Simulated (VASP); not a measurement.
A run of VASP 6.6.1:

File INCAR:

```
ALGO = Normal
EDIFF = 1E-7
ENCUT = 520
GGA = PE
ISIF = 2
ISMEAR = 0
LASPH = T
LCHARG = T
LELF = T
LREAL = F
LVHAR = T
LWAVE = F
NBANDS = 31
NELM = 100
PREC = Accurate
SIGMA = 0.1
```

File KPOINTS:

```
k-points
0
Gamma
  12 12 8
```

The input POSCAR:

```
ZnAg2S2
1.0
    4.4662505296      0.0000000000      0.0000000000
   -2.2331252648      3.8678864183      0.0000000000
    0.0000000000      0.0000000000      5.5841340029
Zn Ag S
1 2 2
Direct
    0.6666666667      0.3333333333      0.0000000000
    0.6666666667      0.3333333333      0.5000000000
    0.0000000000      0.0000000000      0.0000000000
    0.3333333333      0.6666666667      0.7417160872
    0.3333333333      0.6666666667      0.2582839128
```

Potentials or basis: VASP PAW PBE potentials, release 64 (Zn, Ag, S).

Run with:

```bash
$ cat potpaw_PBE.64/Zn/POTCAR potpaw_PBE.64/Ag/POTCAR potpaw_PBE.64/S/POTCAR > POTCAR
$ mpirun -np 1 vasp_std > vasp.out
```

Hardware: 1 thread of Intel(R) Xeon(R) 6975P-C (Granite Rapids) (shared host).

Question: How long does it take, and how much memory?

Answer: It took 2.1 min on 1 thread of Intel(R) Xeon(R) 6975P-C (Granite Rapids), with other jobs on the host, peak memory 0.41 GiB. Counts: scf iterations 15, k points 95.
